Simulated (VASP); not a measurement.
Wanted: the native input for a VASP 6.6.1 run.

- Task: electric field gradients
- Functional: PBEsol
- Potentials or basis: VASP PAW PBE potentials, release 64 (Sb)
- Cutoff: 520 eV
- k mesh: 13 × 13 × 13
- Occupations: fermi-dirac, width 0.05 eV
- Spin: no spin polarisation
- Dipole correction: no
- Further INCAR settings: ALGO = Normal; EDIFF = 1e-08; NBANDS = 8

The structure of Sb lies in POSCAR:

```
Sb
1.0
    3.1172920620      0.0000000000      0.0000000000
    0.0000000000      3.1172920620      0.0000000000
    0.0000000000      0.0000000000      3.1172920620
Sb
1
Direct
    0.0000000000      0.0000000000      0.0000000000
```

This isn't the form of Sb at room conditions, which is rhombohedral.

The input as run:

INCAR

```
PREC = Accurate
ENCUT = 520
EDIFF = 1E-8
ISMEAR = -1
SIGMA = 0.05
LREAL = F
LASPH = T
NELM = 60
ALGO = Normal
ISIF = 2
LWAVE = F
LCHARG = F
GGA = PS
LEFG = T
NBANDS = 8
```

KPOINTS

```
Automatic mesh
0
Gamma
  13 13 13
```

Potentials or basis: VASP PAW PBE potentials, release 64 (Sb).

Run with:

```bash
$ cat potpaw_PBE.64/Sb/POTCAR > POTCAR
$ mpirun -np 1 vasp_std > vasp.out
```

Results of the run:

* Pressure: -3.0 GPa
* Band gap on the k mesh: zero (an odd number of electrons rules out a gap without spin polarisation)
* Largest electric field gradient by atom: zero within the noise of the run

Caveat: the cell stands under tension; the PAW data sets were made with another functional, which shifts forces and pressure a little; spin-orbit coupling is left out, which moves the levels of the heavy elements.

Run time: 4.9 s on 1 thread of Intel(R) Xeon(R) 6975P-C (Granite Rapids), on a shared host, peak memory 0.14 GiB.
